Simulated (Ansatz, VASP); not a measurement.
Ge: VASP beside Ansatz

```
Ge
1.0
     0.00000    2.13932    2.13932
     2.13932    0.00000    2.13932
     2.13932    2.13932    0.00000
Ge
1
Cartesian
  0.0000 0.0000 0.0000
```

Alike in both runs: task electric field gradients; functional PBE; k mesh 16 × 16 × 16; occupations fermi-dirac, width 0.08 eV; no spin polarisation.

|  | VASP | Ansatz |
| --- | --- | --- |
| version | VASP 6.6.1 | Ansatz 0.2.0 |
| potentials or method | VASP PAW PBE potentials, release 64 (Ge_d) | PAW with Ansatz's default frozen-core files, scalar-relativistic |
| plane-wave cutoff (eV) | 520 | 420 |
| valence electrons in the cell | 14 | 14 |

```csv
,VASP,Ansatz,Ansatz less VASP
pressure (GPa),0.0,0.0,-0.03
```
